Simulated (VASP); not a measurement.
Set up this calculation in VASP 6.6.1, as the native input.

| Property | Result |
| --- | --- |
| Task | relaxation of shape and atoms at fixed volume |
| Functional | PBE |
| Potentials or basis | VASP PAW PBE potentials, release 64 (Lu) |
| Cutoff | 600 eV |
| k mesh | 15 × 15 × 8 |
| Occupations | gaussian, width 0.1 eV |
| Spin | no spin polarisation |
| Dipole correction | no |
| Further INCAR settings | ALGO = Fast; EDIFF = 1e-06; IBRION = 2; EDIFFG = -0.01; NSW = 50; ISIF = 4 |

The structure of Lu lies in POSCAR:

```
Lu
1.0
    3.3985282900      0.0000000000      0.0000000000
   -1.6992641450      2.9432118346      0.0000000000
    0.0000000000      0.0000000000      5.2923150669
Lu
2
Direct
    0.3333333333      0.6666666667      0.2500000000
    0.6666666667      0.3333333333      0.7500000000
```

These files were run (other wordings do the same):

INCAR

```
SYSTEM = Lu
PREC     = Accurate       ! precision mode
ENCUT    = 600            ! plane-wave cutoff, eV
EDIFF    = 1E-6           ! SCF threshold, eV
ISMEAR   = 0              ! smearing method
SIGMA    = 0.1            ! smearing width, eV
LREAL    = .False.        ! projectors in reciprocal space
LASPH    = .True.         ! aspherical terms in the spheres
NELM     = 60             ! most SCF steps
ALGO     = Fast           ! electronic algorithm
ISIF     = 4              ! what is computed and relaxed
LWAVE    = .False.        ! write WAVECAR
LCHARG   = .False.        ! write CHGCAR
GGA      = PE             ! functional
IBRION   = 2              ! ionic algorithm
NSW      = 50             ! ionic steps
EDIFFG   = -0.01          ! ionic threshold
```

KPOINTS

```
Automatic mesh
0
Gamma
  15 15 8
  0 0 0
```

Potentials or basis: VASP PAW PBE potentials, release 64 (Lu).

The run is started by

```sh
$ cat potpaw_PBE.64/Lu/POTCAR > POTCAR
$ mpirun -np 1 vasp_std > vasp.out
```

It gave:

| Quantity | Value |
| --- | --- |
| Energy gained by relaxing | 0.0 meV/atom |
| Ionic steps | 2 |
| Pressure after relaxing | 5.4 GPa |
| Band gap on the k mesh | zero (bands 25 and 26 overlap by 1.96 eV) |

Caveat: spin-orbit coupling is left out, which moves the levels of the heavy elements.

Run time: 5.8 min on 1 thread of AMD EPYC 9R45 96-Core Processor (Zen 5) (shared host), peak memory 0.33 GiB.
